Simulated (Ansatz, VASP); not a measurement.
**MnS in VASP and in Ansatz**

INCAR

```
SYSTEM = MnS
  PREC = Accurate
  ENCUT = 600
  EDIFF = 1E-6
  ISMEAR = -1
  SIGMA = 0.05
  LREAL = .FALSE.
  LASPH = .TRUE.
  NELM = 150
  ALGO = Normal
  ISIF = 3
  LWAVE = .FALSE.
  LCHARG = .FALSE.
  ISPIN = 2
  MAGMOM = 4 0
  LORBIT = 11
  LMAXMIX = 4
  GGA = PE
  IBRION = 2
  NSW = 60
  EDIFFG = -0.01
```

File KPOINTS:

```
regular mesh
0
G
  9 9 9
  0 0 0
```

Contents of POSCAR:

```
MnS
1.0
    0.0000000000      2.4734634191      2.4734634191
    2.4734634191      0.0000000000      2.4734634191
    2.4734634191      2.4734634191      0.0000000000
Mn S
1 1
Direct
    0.0000000000      0.0000000000      0.0000000000
    0.7500000000      0.7500000000      0.7500000000
```

File input.yaml:

```yaml
crystal:
  lattice:
    - [0.0, 2.4734634191, 2.4734634191]
    - [2.4734634191, 0.0, 2.4734634191]
    - [2.4734634191, 2.4734634191, 0.0]
  atoms:
    - { symbol: Mn, position: [0.0, 0.0, 0.0], spin: 4.0 }
    - { symbol: S, position: [0.75, 0.75, 0.75] }
hamiltonian:
  xc: pbe
  pseudopotentials: { kind: paw }
magnetization:
  spin_polarized: true
kpoints:
  mp_grid: { grid: [9, 9, 9] }
scf:
  occupations: { method: fermi_dirac, width: 0.05 }
output:
  forces: true
  stress: true
relax:
  f_tol: 0.01
  max_steps: 40
  cell: { stress_tol: 0.05 }
```

Alike in both runs: task relaxation of cell and atoms; functional PBE; k mesh 9 × 9 × 9; occupations fermi-dirac, width 0.05 eV; collinear spin.

```csv
,VASP,Ansatz
version,VASP 6.6.1,Ansatz 0.2.0
potentials or method,"VASP PAW PBE potentials, release 64 (Mn_pv, S)",Ansatz PAW
plane-wave cutoff (eV),600,420
valence electrons in the cell,19,21
```

Ansatz gave:

- net moment per atom (μB): 0.12
- size of the moment on the site where the two differ most (μB): 0.21
- relaxed volume (Å³/atom): 15.45
- relaxed length of the cell vector where the two differ most in proportion (Å): 3.522

Question: Estimate VASP's values.

Answer: net moment per atom (μB): 0.12; size of the moment on the site where the two differ most (μB): 0.23; relaxed volume (Å³/atom): 15.47; relaxed length of the cell vector where the two differ most in proportion (Å): 3.524.

Site moments also hang on the region over which each program counts them. VASP's potentials hold 19 valence electrons a cell and Ansatz's 21, so a difference there can come from the potentials and not from the codes.

Noted on Ansatz's run: the plane-wave basis is chosen anew once the cell has moved, so the energies of steps on either side of that aren't comparable.
